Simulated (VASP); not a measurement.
The system is Fe.

```
Fe
1.0
    -1.41578    1.41578    1.51488
     1.41578   -1.41578    1.51488
     1.41578    1.41578   -1.51488
Fe
1
Direct
  0.00000 0.00000 0.00000
```

This cell differs from its parent crystal: normal strain along x +0.0000, normal strain along z +0.0700.

Base run:

```yaml
Program: VASP 6.6.1
Functional: PBE
Potentials_or_basis: VASP PAW PBE potentials, release 64 (Fe_sv)
Cutoff: 600 eV
k_mesh: 10 × 10 × 10
Occupations: gaussian, width 0.15 eV
Spin: collinear spin, ferromagnetic start
Starting_moments: "[2.44] μB"
```

Its results: pressure -14.4 GPa; net moment 2.26 μB per cell; site moments Fe +2.28 μB.

**Question.** The run is repeated on the same cell with these changes: potentials or basis from VASP PAW PBE potentials, release 64 (Fe_sv) to VASP PAW PBE potentials, release 64 (Fe); cutoff from 600 eV to 520 eV; further incar settings from ALGO = Normal; EDIFF = 1e-06; NBANDS = 18 to ALGO = Normal; EDIFF = 1e-07; NBANDS = 14; valence electrons from 16 to 8. What comes out?

**Answer.** Pressure -10.7 GPa; net moment 2.28 μB per cell; site moments Fe +2.30 μB.
